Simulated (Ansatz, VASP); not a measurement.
HfBBr2 in VASP and in Ansatz

Contents of INCAR:

```
ALGO     = Normal         # electronic algorithm
EDIFF    = 1E-6           # SCF threshold, eV
EDIFFG   = -0.04          # ionic threshold
ENCUT    = 600            # plane-wave cutoff, eV
GGA      = PE             # functional
IBRION   = 2              # ionic algorithm
ISIF     = 3              # what is computed and relaxed
ISMEAR   = 0              # smearing method
LASPH    = True           # aspherical terms in the spheres
LCHARG   = False          # write CHGCAR
LREAL    = False          # projectors in reciprocal space
LWAVE    = False          # write WAVECAR
NELM     = 80             # most SCF steps
NSW      = 90             # ionic steps
PREC     = Accurate       # precision mode
SIGMA    = 0.1            # smearing width, eV
```

The input KPOINTS:

```
k-points
0
Gamma
  6 6 2
```

Contents of POSCAR:

```
HfBBr2
1.0
    4.8197012900      0.0000000000      0.0000000000
   -2.4098506400      4.1739837600      0.0000000000
    0.0000000000      0.0000000000      7.5990069300
Hf B Br
1 1 2
Direct
    0.0000000000      0.0000000000      0.5000000000
    0.0000000000      0.0000000000      0.0000000000
    0.3333333300      0.6666666700      0.8705982700
    0.6666666700      0.3333333300      0.1294017300
```

Input for Ansatz:

```yaml
crystal:
  lattice:
    - [4.81970129, 0.0, 0.0]
    - [-2.40985064, 4.17398376, 0.0]
    - [0.0, 0.0, 7.59900693]
  atoms:
    - { symbol: Hf, position: [0.0, 0.0, 0.5] }
    - { symbol: B, position: [0.0, 0.0, 0.0] }
    - { symbol: Br, position: [0.33333333, 0.66666667, 0.87059827] }
    - { symbol: Br, position: [0.66666667, 0.33333333, 0.12940173] }
basis:
  ecutwfc: 420
kpoints:
  mp_grid: { grid: [6, 6, 2] }
hamiltonian:
  xc: pbe
scf:
  occupations: { method: gaussian, width: 0.1 }
  lower_state_search: "off"
output:
  forces: true
  stress: true
  eigenvalues: true
relax:
  adjacent_minimum: "off"
  f_tol: 0.04
  max_steps: 70
  cell: { stress_tol: 0.4 }
```

Alike in both runs: task relaxation of cell and atoms; functional PBE; k mesh 6 × 6 × 2; occupations gaussian, width 0.1 eV; no spin polarisation.

|  | VASP | Ansatz |
| --- | --- | --- |
| version | VASP 6.6.1 | Ansatz 0.2.0 |
| potentials or method | VASP PAW PBE potentials, release 64 (Hf_pv, B, Br), cutoff 600 eV | scalar-relativistic, plane waves, PAW |
| valence electrons in the cell | 27 | 43 |

VASP gave:

| Quantity | Value |
| --- | --- |
| gap on the k mesh at the Fermi level, each at its own relaxed structure (eV) | none |
| relaxed volume (Å³/atom) | 23.45 |
| relaxed cell length with the largest relative difference (Å) | 4.958 |

Q: What did Ansatz give for the same quantities?

A: gap on the k mesh at the Fermi level, each at its own relaxed structure (eV): none; relaxed volume (Å³/atom): 23.46; relaxed cell length with the largest relative difference (Å): 4.959.

A gap of «none» marks a metal or a gap that the smearing closes. VASP's potentials hold 27 valence electrons a cell and Ansatz's 43, so a difference there can come from the potentials and not from the codes.

The k mesh is coarse, so the values compare programs but aren't converged. Neither program's run includes spin-orbit coupling. Noted on VASP's run: the volume moved by over 15 % at a fixed basis, so the end points are rough.
